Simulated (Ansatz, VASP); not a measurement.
Cs3C: VASP beside Ansatz

```xyz
4
Lattice="3.5140 2.0288 6.4889 -3.5140 2.0288 6.4889 0.0000 -4.0576 6.4889" Properties=species:S:1:pos:R:3 pbc="T T T"
Cs    0.0000    2.0288    6.4889
Cs   -1.7570   -1.0144    6.4889
Cs    1.7570   -1.0144    6.4889
C     0.0000    0.0000    0.0000
```

Alike in both runs: task single point; functional PBE; k mesh 3 × 3 × 3; occupations gaussian, width 0.1 eV; collinear spin.

```csv
,VASP,Ansatz
version,VASP 6.6.1,Ansatz 0.2.0
potentials or method,"VASP PAW PBE potentials, release 64 (Cs_sv, C), cutoff 520 eV","scalar-relativistic, plane waves, PAW"
valence electrons in the cell,31,31
```

```tsv
	VASP	Ansatz	Ansatz less VASP
gap on the k mesh at the Fermi level (eV)	none	none	-
pressure (GPa)	1.2	1.1	-0.06
traceless stress, the component that is largest in VASP (GPa)	-1.90	-1.84	+0.066
net moment per atom (μB)	0.58	0.58	-0.002
size of the moment on the site where the two differ most (μB)	0.88	1.81	+0.932
```

Site moments also hang on the region over which each program counts them. A gap of «none» marks a metal or a gap that the smearing closes.

The k mesh is coarse, so the values compare programs but aren't converged. Spin-orbit coupling is off throughout.
